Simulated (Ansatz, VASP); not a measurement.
Two plane-wave programs on InAs

POSCAR

```
InAs
1.0
    0.0000000000      3.0535616600      3.0535616600
    3.0535616600      0.0000000000      3.0535616600
    3.0535616600      3.0535616600      0.0000000000
In As
1 1
Direct
    0.2500000000      0.2500000000      0.2500000000
    0.0000000000      0.0000000000      0.0000000000
```

Contents of INCAR.step1:

```
SYSTEM = InAs
  PREC = Accurate
  ENCUT = 520
  ISMEAR = 0
  SIGMA = 0.1
  LREAL = .FALSE.
  LASPH = .TRUE.
  NELM = 80
  NBANDS = 16
  GGA = PE
  ALGO = Normal
  EDIFF = 1E-4
  LWAVE = .TRUE.
  LCHARG = .FALSE.
```

Contents of INCAR.step2:

```
SYSTEM = InAs
  PREC = Accurate
  ENCUT = 520
  EDIFF = 1E-7
  ISMEAR = 0
  SIGMA = 0.1
  LREAL = .FALSE.
  LASPH = .TRUE.
  NELM = 80
  ALGO = Normal
  ISIF = 2
  LWAVE = .FALSE.
  LCHARG = .FALSE.
  METAGGA = R2SCAN
  LMIXTAU = .TRUE.
  NBANDS = 16
  ISTART = 1
```

KPOINTS

```
Automatic mesh
0
G
  6 6 6
  0 0 0
```

Input for Ansatz:

```yaml
crystal:
  lattice:
    - [0.0, 3.05356166, 3.05356166]
    - [3.05356166, 0.0, 3.05356166]
    - [3.05356166, 3.05356166, 0.0]
  atoms:
    - { symbol: In, position: [0.25, 0.25, 0.25] }
    - { symbol: As, position: [0.0, 0.0, 0.0] }
basis:
  ecutwfc: 500
kpoints:
  mp_grid: { grid: [6, 6, 6] }
hamiltonian:
  xc: r2scan
  pseudopotentials: { kind: paw, azcp: { folder: soft_1 } }
scf:
  occupations: { method: gaussian, width: 0.1 }
output:
  forces: true
  stress: true
  eigenvalues: true
```

Alike in both runs: task single point; functional r2SCAN; k mesh 6 × 6 × 6; occupations gaussian, width 0.1 eV; no spin polarisation.

```csv
,VASP,Ansatz
version,VASP 6.6.1,Ansatz 0.2.0
potentials or method,"VASP PAW PBE potentials, release 64 (In_d, As), cutoff 520 eV","scalar-relativistic, plane waves, PAW"
valence electrons in the cell,18,28
```

|  | VASP | Ansatz | Ansatz less VASP |
| --- | --- | --- | --- |
| gap on the k mesh at the Fermi level (eV) | 0.08 | 0.08 | -0.001 |
| least direct gap on the mesh (eV) | 0.08 | 0.08 | -0.001 |
| pressure (GPa) | 0.1 | 0.1 | -0.02 |

VASP's potentials were made for PBE, not for r2SCAN. VASP's potentials hold 18 valence electrons a cell and Ansatz's 28, so a difference there can come from the potentials and not from the codes.
